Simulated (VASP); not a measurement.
**BeTe: single point with HSE06**

Crystal: BeTe.

```
Be Te
1.0
     0.00000    2.81570    2.81570
     2.81570    0.00000    2.81570
     2.81570    2.81570    0.00000
Be Te
1 1
Direct
  0.00000 0.00000 0.00000
  0.25000 0.25000 0.25000
```

* Program: VASP 6.6.1
* Task: single point
* Functional: HSE06
* Potentials or basis: VASP PAW PBE potentials, release 64 (Be, Te)
* Cutoff: 520 eV
* k mesh: 6 × 6 × 6
* Occupations: fermi-dirac, width 0.02 eV
* Spin: no spin polarisation

| Item | Value |
| --- | --- |
| Pressure | -0.1 GPa |
| Band gap on the k mesh | 2.64 eV (least direct gap 4.47 eV) |

Levels at points of the mesh, in eV from the valence-band top:
```csv
k point,band 1,band 2,band 3,band 4,band 5,band 6,band 7,band 8
"(0.00, 0.00, 0.00)",-13.45,0.00,0.00,0.00,4.47,4.47,4.47,4.59
"(0.50, 0.00, 0.00)",-11.93,-6.11,-1.22,-1.22,3.83,5.47,5.47,8.84
"(0.50, 0.50, 0.00)",-11.37,-5.66,-2.88,-2.88,2.64,3.38,11.08,11.08
```

It took 17 min on 1 thread of Intel(R) Xeon(R) Platinum 8259CL CPU @ 2.50GHz (Skylake/Cascade Lake) (shared host), peak memory 0.3 GiB.

Caveat: the PAW data sets were made with another functional, which shifts forces and pressure a little; spin-orbit coupling is left out, which moves the levels of the heavy elements. A k mesh can miss the band edges.
